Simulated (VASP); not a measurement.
# Si2Mo in VASP: a series of runs, part 2 of 2

VASP 6.6.1. The steps go on from the part before.

**3. Single point, PBE**

This run uses another cell than the first one: it holds 6 atoms, not 3.

Contents of INCAR:

```
PREC = Accurate ; ENCUT = 500
EDIFF = 1E-6 ; ISMEAR = 0
SIGMA = 0.1 ; LREAL = False
LASPH = True ; NELM = 120
ALGO = Normal ; ISIF = 2
LWAVE = False ; LCHARG = False
GGA = PE ; NBANDS = 31
GGA_COMPAT = False
```

Contents of KPOINTS:

```
regular mesh
0
Gamma
  12 12 6
```

Contents of POSCAR:

```
Si2Mo
1.0
    3.1203419446      0.0000000000      0.0000000000
    0.0000000000      3.2436159154      0.0000000000
    0.0000000000      0.0000000000      7.9061483708
Si Mo
4 2
Direct
    0.0000000000      0.0000000000      0.3349726239
    0.5000000000      0.5000000000      0.1650273761
    0.5000000000      0.5000000000      0.8349726239
    0.0000000000      0.0000000000      0.6650273761
    0.0000000000      0.0000000000      0.0000000000
    0.5000000000      0.5000000000      0.5000000000
```

Potentials or basis: VASP PAW PBE potentials, release 64 (Si, Mo_sv).

On the command line:

```sh
cat potpaw_PBE.64/Si/POTCAR potpaw_PBE.64/Mo_sv/POTCAR > POTCAR
mpirun -np 1 vasp_std > vasp.out
```

OUTCAR:

```text
PREC = Accurate
   ENCUT = 500
   EDIFF = 1E-6
   ISMEAR = 0
   LREAL = False
   LASPH = True
   NELM = 120
   ISIF = 2
   GGA = PE

 ion  position               nearest neighbor table
   1  0.000  0.000  0.335-   6 2.60   6 2.60   6 2.60   6 2.60   4 2.61   2 2.62   2 2.62   2 2.62
                             2 2.62   5 2.65
   2  0.500  0.500  0.165-   5 2.60   5 2.60   5 2.60   5 2.60   3 2.61   1 2.62   1 2.62   1 2.62
                             1 2.62   6 2.65
   3  0.500  0.500  0.835-   5 2.60   5 2.60   5 2.60   5 2.60   2 2.61   4 2.62   4 2.62   4 2.62
                             4 2.62   6 2.65
   4  0.000  0.000  0.665-   6 2.60   6 2.60   6 2.60   6 2.60   1 2.61   3 2.62   3 2.62   3 2.62
                             3 2.62   5 2.65
   5  0.000  0.000  0.000-   2 2.60   3 2.60   2 2.60   3 2.60   2 2.60   3 2.60   2 2.60   3 2.60
                             1 2.65   4 2.65
   6  0.500  0.500  0.500-   1 2.60   4 2.60   1 2.60   4 2.60   1 2.60   4 2.60   1 2.60   4 2.60
                             3 2.65   2 2.65

  LATTYP: Found a simple orthorhombic cell.
 ALAT       =     3.1203419446
 B/A-ratio  =     1.0395065583
 C/A-ratio  =     2.5337442214

  Lattice vectors:

[... 209 lines left out ...]
 fundamental gap:      0.0384369320
 Fermi energy:        12.4027351362

 k-point     1 :       0.0000    0.0000    0.0000
  band No.  band energies     occupation
      1     -48.3555      2.00000
      2     -48.3550      2.00000
      3     -22.5426      2.00000
      4     -22.5192      2.00000
      5     -22.4817      2.00000
      6     -22.4800      2.00000
[... 805 lines left out ...]
     30      17.5335      0.00000
     31      17.8036      0.00000

 [... further k-points ...]

------------------------ aborting loop because EDIFF is reached ----------------------------------------

  FORCE on cell =-STRESS in cart. coord.  units (eV):
  Direction    XX          YY          ZZ          XY          YZ          ZX
  --------------------------------------------------------------------------------------
  -------------------------------------------------------------------------------------
  Total        5.6297638      0.0954172      0.1031331      0.0000000      0.0000000      0.0000000
  in kB      112.7208323      1.9104717      2.0649617      0.0000000      0.0000000      0.0000000
  external PRESSURE =      38.8987552 kB  Pullay stress =       0.0000000 kB

 VOLUME and BASIS-vectors are now :
 -----------------------------------------------------------------------------
  energy-cutoff  :      500.00
  volume of cell :       80.02
      direct lattice vectors                 reciprocal lattice vectors
     3.120341945  0.000000000  0.000000000     0.320477697  0.000000000  0.000000000
     0.000000000  3.243615915  0.000000000     0.000000000  0.308297908  0.000000000
     0.000000000  0.000000000  7.906148371     0.000000000  0.000000000  0.126483839

 POSITION                                       TOTAL-FORCE (eV/Angst)
 -----------------------------------------------------------------------------------
      0.00000      0.00000      2.64834        -0.000000     -0.000000     -0.008353
      1.56017      1.62181      1.30473        -0.000000     -0.000000      0.008353
      1.56017      1.62181      6.60142        -0.000000      0.000000     -0.008353
      0.00000      0.00000      5.25781        -0.000000     -0.000000      0.008353
      0.00000      0.00000      0.00000        -0.000000     -0.000000      0.000000
      1.56017      1.62181      3.95307         0.000000      0.000000      0.000000
 -----------------------------------------------------------------------------------
    total drift:                                0.000000      0.000000     -0.000000

  FREE ENERGIE OF THE ION-ELECTRON SYSTEM (eV)
  ---------------------------------------------------
  free  energy   TOTEN  =       -46.4374555841 eV

  energy  without entropy=      -46.4346562697  energy(sigma->0) =      -46.43605593
```

Run time: 7.7 min. Hardware: 1 thread of Oxide Virtual Turin-like, shared host; peak memory 0.41 GiB.

Results:

| Item | Value |
| --- | --- |
| Free energy | -46.4375 eV |
| Pressure | 3.9 GPa |
| Largest force | 0.008 eV/Å |
| Band gap on the k mesh | zero (bands 22 and 23 overlap by 0.80 eV) |

Forces on the atoms (eV/Å):
```
Si   0.000  0.000 -0.008
Si   0.000  0.000  0.008
Si   0.000  0.000 -0.008
Si   0.000  0.000  0.008
Mo   0.000  0.000  0.000
Mo   0.000  0.000  0.000
```

Caveat: the stress differs along the axes, from 0 to 11 GPa.

**4. Single point, PBE**

This run uses another cell than the first one: it holds 6 atoms, not 3.

Contents of INCAR:

```
  ALGO = Normal
  EDIFF = 1E-6
  ENCUT = 500
  GGA = PE
  GGA_COMPAT = F
  ISIF = 2
  ISMEAR = 0
  LASPH = T
  LCHARG = F
  LREAL = F
  LWAVE = F
  NBANDS = 31
  NELM = 120
  PREC = Accurate
  SIGMA = 0.1
```

Contents of KPOINTS:

```
k-points
0
Gamma
  12 12 6
```

Contents of POSCAR:

```
Si2Mo
1.0
    3.1203419446      0.0000000000      0.0000000000
    0.0000000000      3.2409737209      0.0000000000
    0.0000000000      0.0000000000      7.9320676558
Si Mo
4 2
Direct
    0.0000000000      0.0000000000      0.3350215020
    0.5000000000      0.5000000000      0.1649784980
    0.5000000000      0.5000000000      0.8350215020
    0.0000000000      0.0000000000      0.6649784980
    0.0000000000      0.0000000000      0.0000000000
    0.5000000000      0.5000000000      0.5000000000
```

Potentials or basis: VASP PAW PBE potentials, release 64 (Si, Mo_sv).

On the command line:

```sh
cat potpaw_PBE.64/Si/POTCAR potpaw_PBE.64/Mo_sv/POTCAR > POTCAR
mpirun -np 1 vasp_std > vasp.out
```

OUTCAR:

```text
EDIFF = 1E-6
   ENCUT = 500
   GGA = PE
   ISIF = 2
   ISMEAR = 0
   LASPH = T
   LREAL = F
   NELM = 120
   PREC = Accurate

 ion  position               nearest neighbor table
   1  0.000  0.000  0.335-   6 2.60   6 2.60   6 2.60   6 2.60   4 2.62   2 2.62   2 2.62   2 2.62
                             2 2.62   5 2.66
   2  0.500  0.500  0.165-   5 2.60   5 2.60   5 2.60   5 2.60   3 2.62   1 2.62   1 2.62   1 2.62
                             1 2.62   6 2.66
   3  0.500  0.500  0.835-   5 2.60   5 2.60   5 2.60   5 2.60   2 2.62   4 2.62   4 2.62   4 2.62
                             4 2.62   6 2.66
   4  0.000  0.000  0.665-   6 2.60   6 2.60   6 2.60   6 2.60   1 2.62   3 2.62   3 2.62   3 2.62
                             3 2.62   5 2.66
   5  0.000  0.000  0.000-   3 2.60   3 2.60   3 2.60   3 2.60   2 2.60   2 2.60   2 2.60   2 2.60
                             1 2.66   4 2.66
   6  0.500  0.500  0.500-   1 2.60   4 2.60   1 2.60   4 2.60   1 2.60   4 2.60   1 2.60   4 2.60
                             2 2.66   3 2.66

  LATTYP: Found a simple orthorhombic cell.
 ALAT       =     3.1203419446
 B/A-ratio  =     1.0386597938
 C/A-ratio  =     2.5420507741

  Lattice vectors:

 A1 = (   3.1203419446,   0.0000000000,   0.0000000000)
 A2 = (   0.0000000000,   3.2409737209,   0.0000000000)
 A3 = (   0.0000000000,   0.0000000000,   7.9320676558)

Analysis of symmetry for initial positions (statically):
=====================================================================
 Subroutine PRICEL returns following result:

  LATTYP: Found a body centered orthorhombic cell.
 ALAT       =     3.1203419446
 B/A-ratio  =     1.0386597938
 C/A-ratio  =     2.5420507741

  Lattice vectors:

 A1 = (  -1.5601709723,   1.6204868605,   3.9660338279)
 A2 = (   1.5601709723,  -1.6204868605,   3.9660338279)
 A3 = (   1.5601709723,   1.6204868605,  -3.9660338279)

   2 primitive cells build up your supercell.

 Routine SETGRP: Setting up the symmetry group for a
 simple orthorhombic supercell.

 Subroutine GETGRP returns: Found  8 space group operations
 (whereof  8 operations were pure point group operations)
 out of a pool of  8 trial point group operations.

The static configuration has the point symmetry D_2h.

Analysis of symmetry for dynamics (positions and initial velocities):
=====================================================================
 Subroutine PRICEL returns following result:

  LATTYP: Found a body centered orthorhombic cell.
 ALAT       =     3.1203419446
 B/A-ratio  =     1.0386597938
 C/A-ratio  =     2.5420507741

  Lattice vectors:

 A1 = (  -1.5601709723,   1.6204868605,   3.9660338279)
 A2 = (   1.5601709723,  -1.6204868605,   3.9660338279)
 A3 = (   1.5601709723,   1.6204868605,  -3.9660338279)

   2 primitive cells build up your supercell.

 Routine SETGRP: Setting up the symmetry group for a
 simple orthorhombic supercell.

 Subroutine GETGRP returns: Found  8 space group operations
 (whereof  8 operations were pure point group operations)
 out of a pool of  8 trial point group operations.

The dynamic configuration has the point symmetry D_2h.

[... 52 lines left out ...]

 Found    196 irreducible k-points:

 Following reciprocal coordinates:
            Coordinates               Weight
  0.000000  0.000000  0.000000      1.000000
  0.083333  0.000000  0.000000      2.000000
  0.166667  0.000000  0.000000      2.000000
  0.250000  0.000000  0.000000      2.000000
  0.333333  0.000000  0.000000      2.000000
  0.416667  0.000000  0.000000      2.000000
[... 16 lines left out ...]
  0.083333  0.250000  0.000000      4.000000
  0.166667  0.250000  0.000000      4.000000
 [... further k-points ...]
   k-points           NKPTS =    196   k-points in BZ     NKDIM =    196   number of bands    NBANDS=     31
   number of dos      NEDOS =    301   number of ions     NIONS =      6
   total plane-waves  NPLWV =  34560
   dimension x,y,z NGX =    24 NGY =   24 NGZ =   60
   dimension x,y,z NGXF=    48 NGYF=   48 NGZF=  120
   ions per type =               4   2
   NGX,Y,Z   is equivalent  to a cutoff of  12.79, 12.31, 12.58 a.u.
   NGXF,Y,Z  is equivalent  to a cutoff of  25.57, 24.62, 25.15 a.u.
 SYSTEM =  unknown system
   PREC   = accura    normal or accurate (medium, high low for compatibility)
   ISTART =      0    job   : 0-new  1-cont  2-samecut
   ICHARG =      2    charge: 1-file 2-atom 10-const
   ISPIN  =      1    spin polarized calculation?
   LNONCOLLINEAR =      F non collinear calculations
   LSORBIT =      F    spin-orbit coupling
   LASPH  =      T    aspherical Exc in radial PAW
   ENCUT  =  500.0 eV  36.75 Ry    6.06 a.u.   5.69  5.91 14.46*2*pi/ulx,y,z
   NELM   =    120;   NELMIN=  2; NELMDL= -5     # of ELM steps
   EDIFF  = 0.1E-05   stopping-criterion for ELM
   LREAL  =      F    real-space projection
   EDIFFG = 0.1E-04   stopping-criterion for IOM
   NSW    =      0    number of steps for IOM
   IBRION =     -1    ionic relax: 0-MD 1-quasi-New 2-CG
   NFREE  =      0    steps in history (QN), initial steepest desc. (CG)
   ISIF   =      2    stress and relaxation
   ISYM   =      2    0-nonsym 1-usesym 2-fastsym
   POTIM  = 0.5000    time-step for ionic-motion
   TEBEG  =    0.0;   TEEND  =   0.0 temperature during run
   PSTRESS=    0.0 pullay stress
   NELECT =      44.0000    total number of electrons
   NUPDOWN=      -1.0000    fix difference up-down
   EMIN   =  10.00;   EMAX   =-10.00  energy-range for DOS
   EFERMI =   0.00;   METHOD = LEGACY
   ISMEAR =     0;   SIGMA  =   0.10  broadening in eV -4-tet -1-fermi 0-gaus
   EFERMI_NEDOS =   21; number of points for ismear=-14 and -15
   IALGO  =     38    algorithm
   IMIX   =      4    mixing-type and parameters
     AMIX     =   0.40;   BMIX     =  1.00
     AMIX_MAG =   1.60;   BMIX_MAG =  1.00
  volume/ion in A,a.u.               =      13.37        90.22
  Fermi-wavevector in a.u.,A,eV,Ry     =   1.340101  2.532425 24.434322  1.795872
  Thomas-Fermi vector in A             =   2.468441
   LORBIT       =      0    0 simple, 1 ext, 2 COOP (PROOUT), +10 PAW based schemes
   GGA     = PE    functional components
   LHFCALC =     F    Hartree Fock is set to
   AEXX    =    0.0000 exact exchange contribution
   IVDW    =     0    specifies the selected vdW correction
   LEPSILON=     F    determine dielectric tensor
   LRPA    =     F    only Hartree local field effects (RPA)
 non-spin polarized calculation
 Gauss-broadening in eV      SIGMA  =   0.10
  energy-cutoff  :      500.00
  volume of cell :       80.22
 maximum number of plane-waves:      2062
 NGX is ok and might be reduce to    24

 number of electron      44.0000003 magnetization

 Free energy of the ion-electron system (eV)
  ---------------------------------------------------
  ext. energy  EPLUGINS =         0.00000000
  ---------------------------------------------------
  free energy    TOTEN  =       -46.43645662 eV

  energy without entropy =      -46.43359227  energy(sigma->0) =      -46.43502445

 E-fermi :  12.3761     XC(G=0): -12.4448

 val. band max:       12.3755898019   @ k =   0.1667   0.0000   0.0000
 cond. band min:      12.4204477994   @ k =   0.0000   0.0000   0.0000
 fundamental gap:      0.0448579975
 Fermi energy:        12.3761285293

 k-point     1 :       0.0000    0.0000    0.0000
  band No.  band energies     occupation
      1     -48.3937      2.00000
      2     -48.3931      2.00000
      3     -22.5806      2.00000
      4     -22.5579      2.00000
      5     -22.5155      2.00000
      6     -22.5139      2.00000
[... 805 lines left out ...]
     30      17.5017      0.00000
     31      17.7587      0.00000

 [... further k-points ...]

------------------------ aborting loop because EDIFF is reached ----------------------------------------

  FORCE on cell =-STRESS in cart. coord.  units (eV):
  Direction    XX          YY          ZZ          XY          YZ          ZX
  --------------------------------------------------------------------------------------
  -------------------------------------------------------------------------------------
  Total        5.5146873      0.1051014     -0.6535682      0.0000000      0.0000000      0.0000000
  in kB      110.1456537      2.0992053    -13.0538137      0.0000000      0.0000000      0.0000000
  external PRESSURE =      33.0636818 kB  Pullay stress =       0.0000000 kB

 VOLUME and BASIS-vectors are now :
 -----------------------------------------------------------------------------
  energy-cutoff  :      500.00
  volume of cell :       80.22
      direct lattice vectors                 reciprocal lattice vectors
     3.120341945  0.000000000  0.000000000     0.320477697  0.000000000  0.000000000
     0.000000000  3.240973721  0.000000000     0.000000000  0.308549247  0.000000000
     0.000000000  0.000000000  7.932067656     0.000000000  0.000000000  0.126070533

 POSITION                                       TOTAL-FORCE (eV/Angst)
 -----------------------------------------------------------------------------------
      0.00000      0.00000      2.65741        -0.000000      0.000000     -0.005996
      1.56017      1.62049      1.30862        -0.000000      0.000000      0.005996
      1.56017      1.62049      6.62345        -0.000000      0.000000     -0.005996
      0.00000      0.00000      5.27465        -0.000000      0.000000      0.005996
      0.00000      0.00000      0.00000        -0.000000      0.000000      0.000000
      1.56017      1.62049      3.96603         0.000000     -0.000000      0.000000
 -----------------------------------------------------------------------------------
    total drift:                                0.000000      0.000000      0.000000

  FREE ENERGIE OF THE ION-ELECTRON SYSTEM (eV)
  ---------------------------------------------------
  free  energy   TOTEN  =       -46.4364566159 eV

  energy  without entropy=      -46.4335922745  energy(sigma->0) =      -46.43502445
```

It took 9.1 min on 1 thread of Oxide Virtual Turin-like, shared host; peak memory 0.41 GiB.

What came out:

```
Free energy            : -46.4365 eV
Pressure               : 3.3 GPa
Largest force          : 0.006 eV/Å
Band gap on the k mesh : zero (bands 22 and 23 overlap by 0.81 eV)
```

Forces on the atoms (eV/Å):
```
Si   0.000  0.000 -0.006
Si   0.000  0.000  0.006
Si   0.000  0.000 -0.006
Si   0.000  0.000  0.006
Mo   0.000  0.000  0.000
Mo   0.000  0.000  0.000
```

Levels at points of the mesh, in eV from the Fermi level:
```tsv
k point	band 18	band 19	band 20	band 21	band 22	band 23	band 24	band 25	band 26	band 27
(0.00, 0.00, 0.00)	-2.24	-0.88	-0.87	-0.41	0.04	0.42	0.54	2.75	3.24	3.61
(0.50, 0.00, 0.00)	-2.78	-2.60	-2.60	-0.87	-0.87	1.92	1.92	3.34	3.34	3.55
(0.00, 0.50, 0.00)	-2.69	-2.23	-2.23	-0.48	-0.48	1.68	1.68	2.94	2.94	3.72
(0.50, 0.50, 0.00)	-4.48	-3.23	-3.23	-1.24	-1.24	2.24	2.24	2.76	2.76	2.92
(0.00, 0.00, 0.50)	-2.35	-1.71	-1.71	0.48	0.48	1.36	1.36	1.87	1.87	2.03
(0.50, 0.00, 0.50)	-2.82	-2.63	-2.63	-0.69	-0.69	2.56	2.56	2.82	2.82	3.90
(0.00, 0.50, 0.50)	-2.72	-2.27	-2.27	-0.33	-0.33	1.97	1.97	3.50	3.50	3.87
(0.50, 0.50, 0.50)	-2.83	-2.30	-2.30	-2.08	-2.08	0.16	0.16	2.30	2.30	3.84
```

Caveat: the stress differs along the axes, from -1 to 11 GPa.

**5. Overview**

```tsv
task	cell	k mesh	cutoff (eV)	gap on the mesh (eV)	pressure (GPa)	largest force (eV/Å)
relaxation of shape and atoms at fixed volume	relaxed from a = 4.591 Å, angles 138.6, 138.6, 60.0°, 3 atoms, atomic positions A	18 × 18 × 18	600	none	-5.5	-
single point	a = 3.120, b = 3.244, c = 7.906 Å, 6 atoms, atomic positions B	12 × 12 × 6	500	none	3.9	0.01
single point	a = 3.120, b = 3.241, c = 7.932 Å, 6 atoms, atomic positions B	12 × 12 × 6	500	none	3.3	0.01
```

Alike in all rows: level PBE; potentials or basis VASP PAW PBE potentials, release 64 (Si, Mo_sv); no spin polarisation; smearing gaussian 0.1 eV.

Caveats: the stress differs along the axes, from 0 to 11 GPa (at least some runs); the stress differs along the axes, from -1 to 11 GPa (at least some runs).

Absolute energies hang on the potentials; compare differences alone.

The gap in the log of VASP goes by the Fermi energy; the results here count the filled bands.